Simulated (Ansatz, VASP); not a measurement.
## Fe3SnSb in VASP and in Ansatz

```
Sb Sn Fe
1.0
     4.21031    0.00000    0.00000
    -2.10515    3.64623    0.00000
     0.00000    0.00000    5.39965
Sb Sn Fe
1 1 3
Direct
  0.33333 0.66667 0.82047
  0.00000 0.00000 0.17868
  0.66667 0.33333 0.49756
  0.33333 0.66667 0.34187
  0.00000 0.00000 0.66141
```

Alike in both runs: task single point; functional PBE; k mesh 7 × 7 × 5; occupations fermi-dirac, width 0.05 eV; collinear spin.

|  | VASP | Ansatz |
| --- | --- | --- |
| version | VASP 6.6.1 | Ansatz 0.2.0 |
| potentials or method | VASP PAW PBE potentials, release 64 (Sb, Sn_d, Fe) | Ansatz PAW |
| plane-wave cutoff (eV) | 520 | 420 |
| valence electrons in the cell | 43 | 77 |

VASP gave:

```
gap on the k mesh at the Fermi level (eV)                     : none
pressure (GPa)                                                : 0.6
traceless stress, the component that is largest in VASP (GPa) : 0.43
rms of the force components (eV/Å)                            : 0.005
net moment per atom (μB)                                      : 1.17
size of the moment on the site where the two differ most (μB) : 0.09
```

Question: What did Ansatz give for the same quantities?

Answer: gap on the k mesh at the Fermi level (eV): none; pressure (GPa): 0.6; traceless stress, the component that is largest in VASP (GPa): 0.54; rms of the force components (eV/Å): 0.012; net moment per atom (μB): 1.17; size of the moment on the site where the two differ most (μB): 0.05.

Site moments also hang on the region over which each program counts them. Atom by atom the forces differ by 0.008 eV/Å (rms over components). A gap of «none» marks a metal or a gap that the smearing closes. With one functional, cell and mesh, what is left measures potentials, basis and numerics. VASP's potentials hold 43 valence electrons a cell and Ansatz's 77, so a difference there can come from the potentials and not from the codes.

Neither program's run includes spin-orbit coupling.
